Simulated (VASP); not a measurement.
A run of VASP 6.6.1 is set up as follows.

File POSCAR:

```
Zn
1.0
   -1.4306093183      1.4306093183      1.4306093183
    1.4306093183     -1.4306093183      1.4306093183
    1.4306093183      1.4306093183     -1.4306093183
Zn
1
Direct
    0.0000000000      0.0000000000      0.0000000000
```

Contents of INCAR.step1:

```
SYSTEM = Zn
ALGO     = Normal         ! electronic algorithm
EDIFF    = 1E-5           ! SCF threshold, eV
ENCUT    = 550            ! plane-wave cutoff, eV
GGA      = PE             ! functional
GGA_COMPAT= .FALSE.      
ISMEAR   = -1             ! smearing method
LASPH    = .TRUE.         ! aspherical terms in the spheres
LCHARG   = .FALSE.        ! write CHGCAR
LREAL    = .FALSE.        ! projectors in reciprocal space
LWAVE    = .TRUE.         ! write WAVECAR
NBANDS   = 12             ! bands
NELM     = 120            ! most SCF steps
PREC     = Accurate       ! precision mode
SIGMA    = 0.1            ! smearing width, eV
```

INCAR.step2

```
SYSTEM = Zn
ALGO     = Normal         ! electronic algorithm
EDIFF    = 1E-6           ! SCF threshold, eV
ENCUT    = 550            ! plane-wave cutoff, eV
GGA_COMPAT= .FALSE.      
ISIF     = 2              ! what is computed and relaxed
ISMEAR   = -1             ! smearing method
ISTART   = 1            
LASPH    = .TRUE.         ! aspherical terms in the spheres
LCHARG   = .FALSE.        ! write CHGCAR
LMIXTAU  = .TRUE.       
LREAL    = .FALSE.        ! projectors in reciprocal space
LWAVE    = .FALSE.        ! write WAVECAR
METAGGA  = R2SCAN         ! meta-GGA
NBANDS   = 12             ! bands
NELM     = 120            ! most SCF steps
PREC     = Accurate       ! precision mode
SIGMA    = 0.1            ! smearing width, eV
```

The input KPOINTS:

```
k-points
0
G
  19 19 19
  0 0 0
```

Potentials or basis: VASP PAW PBE potentials, release 64 (Zn).

Run with:

```sh
$ cat potpaw_PBE.64/Zn/POTCAR > POTCAR
$ cp INCAR.step1 INCAR
$ mpirun -np 1 vasp_std > vasp.out
$ cp INCAR.step2 INCAR
$ mpirun -np 1 vasp_std > vasp.out
```

Problem. Estimate the band gap on the k mesh.

Solution. Zero (bands 6 and 7 overlap by 4.75 eV).

Problem. What does it give for the pressure?

Solution. 30.9 GPa.

Caveat: the cell stands under pressure; the PAW data sets were made with another functional, which shifts forces and pressure a little.
